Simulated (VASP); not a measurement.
Runs of VASP 6.6.1 on Ti2Hg. The structure is that of space group F-43m (No. 216), or close to it. The cells are those of the table. The cell was generated, and may not be a known phase.

```tsv
task	spin	cell	k mesh	cutoff (eV)	gap on the mesh (eV)	pressure (GPa)	moment (μB)
single point	off	a = 4.174 Å, angles 60.0°, 3 atoms	6 × 6 × 6	520	none	26.6	-
relaxation of cell and atoms	off	relaxed from a = 4.174 Å, angles 60.0°, 3 atoms	6 × 6 × 6	600	none	0.0	-
single point	collinear	a = 4.498 Å, angles 60.0°, 3 atoms	6 × 6 × 6	520	none	(b)	2.81
single point	off	a = 4.498 Å, angles 60.0°, 3 atoms	6 × 6 × 6	520	none	0.2	-
single point	collinear	a = 4.527 Å, angles 60.0°, 3 atoms	12 × 12 × 12	520	none	(a)	3.03
```

Alike in all rows: level PBE; potentials or basis VASP PAW PBE potentials, release 64 (Ti_sv, Hg); smearing gaussian 0.1 eV.

**Question.** Estimate the missing entries.

**Answer.** (a) 0.1; (b) 1.3.

Caveats: spin-orbit coupling is left out, which moves the levels of the heavy elements; the cell stands under pressure (at least some runs).

A k mesh can miss the band edges, and the runs leave out spin-orbit coupling on Hg.

A gap of «none» marks levels without a gap at the run's occupations.
